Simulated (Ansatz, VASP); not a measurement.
**Two plane-wave programs on NaCl**

```
CELL_PARAMETERS angstrom
0.00000 2.81000 2.81000
2.81000 0.00000 2.81000
2.81000 2.81000 0.00000
ATOMIC_POSITIONS crystal
Na 0.00000 0.00000 0.00000
Cl 0.50000 0.50000 0.50000
```

Alike in both runs: task single point; functional PBE; k mesh 10 × 10 × 10; occupations gaussian, width 0.02 eV; no spin polarisation.

|  | VASP | Ansatz |
| --- | --- | --- |
| version | VASP 6.6.1 | Ansatz 0.2.0 |
| potentials or method | VASP PAW PBE potentials, release 64 (Na_pv, Cl), cutoff 520 eV | scalar-relativistic, plane waves, PAW |
| valence electrons in the cell | 14 | 16 |

|  | VASP | Ansatz | Ansatz less VASP |
| --- | --- | --- | --- |
| gap on the k mesh at the Fermi level (eV) | 5.15 | 5.15 | 0.000 |
| least direct gap on the mesh (eV) | 5.15 | 5.15 | 0.000 |
| pressure (GPa) | 1.0 | 1.0 | +0.03 |

The functional is the same, so the differences come from potentials, cutoffs and numerics. VASP's potentials hold 14 valence electrons a cell and Ansatz's 16, so a difference there can come from the potentials and not from the codes.
